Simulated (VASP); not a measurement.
Input of a VASP 6.6.1 run:

INCAR

```
SYSTEM = H
PREC     = Accurate       ! precision mode
ENCUT    = 520            ! plane-wave cutoff, eV
EDIFF    = 1E-6           ! SCF threshold, eV
ISMEAR   = 0              ! smearing method
SIGMA    = 0.05           ! smearing width, eV
LREAL    = .False.        ! projectors in reciprocal space
LASPH    = .True.         ! aspherical terms in the spheres
NELM     = 60             ! most SCF steps
ALGO     = Normal         ! electronic algorithm
ISIF     = 2              ! what is computed and relaxed
LWAVE    = .False.        ! write WAVECAR
LCHARG   = .True.         ! write CHGCAR
GGA      = PS             ! functional
LELF     = .True.         ! ELF
LVHAR    = .True.       
NBANDS   = 6              ! bands
```

File KPOINTS:

```
Automatic mesh
0
Gamma
  10 10 26
  0 0 0
```

POSCAR

```
H
1.0
    2.6496387389      0.0000000000      0.0000000000
    0.0000000000      2.6496387389      0.0000000000
    0.0000000000      0.0000000000      1.0197126368
H
1
Direct
    0.0000000000      0.0000000000      0.5000000000
```

Potentials or basis: VASP PAW PBE potentials, release 64 (H).

Run with:

```sh
$ cat potpaw_PBE.64/H/POTCAR > POTCAR
$ mpirun -np 1 vasp_std > vasp.out
```

Q: What does it give for the pressure?

A: -2.3 GPa.

Stress tensor (GPa, compression positive):
```
 1.43  0.00  0.00
 0.00  1.43  0.00
 0.00  0.00 -9.63
```

Caveat: the cell differs from its parent crystal (strain +0.000 along x and y, +0.040 along z); the PAW data sets were made with another functional, which shifts forces and pressure a little.
